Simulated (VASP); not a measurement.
Set up this calculation in VASP 6.6.1, as the native input.

| Property | Result |
| --- | --- |
| Task | single point |
| Functional | PBE |
| Potentials or basis | VASP PAW PBE potentials, release 64 (Ca_sv, Si, N) |
| Cutoff | 600 eV |
| k mesh | 6 × 6 × 4 |
| Occupations | gaussian, width 0.1 eV |
| Spin | collinear spin, ferromagnetic start |
| Starting moments | [0.0, 0.0, 0.0, 1.0, 1.0] μB |
| Dipole correction | no |
| Further INCAR settings | ALGO = Normal; EDIFF = 1e-06; NBANDS = 29 |

The structure of Ca2SiN2 lies in POSCAR:

```
Ca2SiN2
1.0
    5.5012294988      0.0000000000      0.0000000000
   -2.7506147494      4.7642044980      0.0000000000
    0.0000000000      0.0000000000      5.1401488342
Ca Si N
2 1 2
Direct
    0.3333333333      0.6666666667      0.5000000000
    0.6666666667      0.3333333333      0.5000000000
    0.0000000000      0.0000000000      0.5000000000
    0.0000000000      0.0000000000      0.1145804835
    0.0000000000      0.0000000000      0.8854195165
```

The cell was generated, and may not be a known phase.

One way to write it, as run:

INCAR

```
SYSTEM = Ca2SiN2
PREC     = Accurate       ! precision mode
ENCUT    = 600            ! plane-wave cutoff, eV
EDIFF    = 1E-6           ! SCF threshold, eV
ISMEAR   = 0              ! smearing method
SIGMA    = 0.1            ! smearing width, eV
LREAL    = .False.        ! projectors in reciprocal space
LASPH    = .True.         ! aspherical terms in the spheres
NELM     = 200            ! most SCF steps
ALGO     = Normal         ! electronic algorithm
ISIF     = 2              ! what is computed and relaxed
LWAVE    = .False.        ! write WAVECAR
LCHARG   = .False.        ! write CHGCAR
ISPIN    = 2              ! spin polarisation
MAGMOM   = 0 0 0 1 1      ! initial moments
LORBIT   = 11             ! projections on sites
GGA      = PE             ! functional
NBANDS   = 29             ! bands
GGA_COMPAT= .False.
```

KPOINTS

```
regular mesh
0
Gamma
  6 6 4
  0 0 0
```

Potentials or basis: VASP PAW PBE potentials, release 64 (Ca_sv, Si, N).

Command:

```sh
$ cat potpaw_PBE.64/Ca_sv/POTCAR potpaw_PBE.64/Si/POTCAR potpaw_PBE.64/N/POTCAR > POTCAR
$ mpirun -np 1 vasp_std > vasp.out
```

It gave:

The pressure is 0.4 GPa, the largest force is 0.522 eV/Å and the band gap on the k mesh is zero (filled and empty bands overlap). The net moment is 0.00 μB per cell and the valence electrons inside the program's atomic spheres are Ca 8.15; Si 1.54; N 3.82.

Caveat: the standard files for N, O and F lose accuracy on very short bonds.

Wall time 6.9 min on 1 thread of Oxide Virtual Turin-like Processor, on a shared host, peak memory 0.42 GiB.
